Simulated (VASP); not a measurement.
Input of a VASP 6.6.1 run:

INCAR

```
SYSTEM = Nb
ALGO = Normal
EDIFF = 1E-6
ENCUT = 500
GGA = PE
GGA_COMPAT = .FALSE.
ISIF = 2
ISMEAR = -1
ISPIN = 2
LASPH = .TRUE.
LCHARG = .FALSE.
LDAU = .TRUE.
LDAUJ = 0
LDAUL = 2
LDAUPRINT = 1
LDAUTYPE = 2
LDAUU = 2.5
LMAXMIX = 4
LORBIT = 11
LREAL = .FALSE.
LWAVE = .FALSE.
MAGMOM = 0.5 -0.5
NBANDS = 24
NELM = 200
PREC = Accurate
SIGMA = 0.1
```

Contents of KPOINTS:

```
k-points
0
G
  3 3 2
  0 0 0
```

POSCAR

```
Nb
1.0
    2.9733252539      0.0000000000      0.0000000000
   -1.4866626270      2.5749752036      0.0000000000
    0.0000000000      0.0000000000      4.7573204062
Nb
2
Direct
    0.3333333333      0.6666666667      0.2500000000
    0.6666666667      0.3333333333      0.7500000000
```

Potentials or basis: VASP PAW PBE potentials, release 64 (Nb_sv).

Launch:

```sh
$ cat potpaw_PBE.64/Nb_sv/POTCAR > POTCAR
$ mpirun -np 1 vasp_std > vasp.out
```

Q: What does it give for the band gap on the k mesh?

A: Zero (filled and empty bands overlap).

Q: Predict the net moment.

A: 0.00 μB per cell.

Stress tensor (GPa, compression positive):
```
11.36  0.00  0.00
 0.00 11.36  0.00
 0.00  0.00 13.99
```

Caveat: the k points lie up to 0.81 Å⁻¹ apart; the U is typed as a test and isn't derived for this compound. The state reached can hang on the start; a lower one may exist.
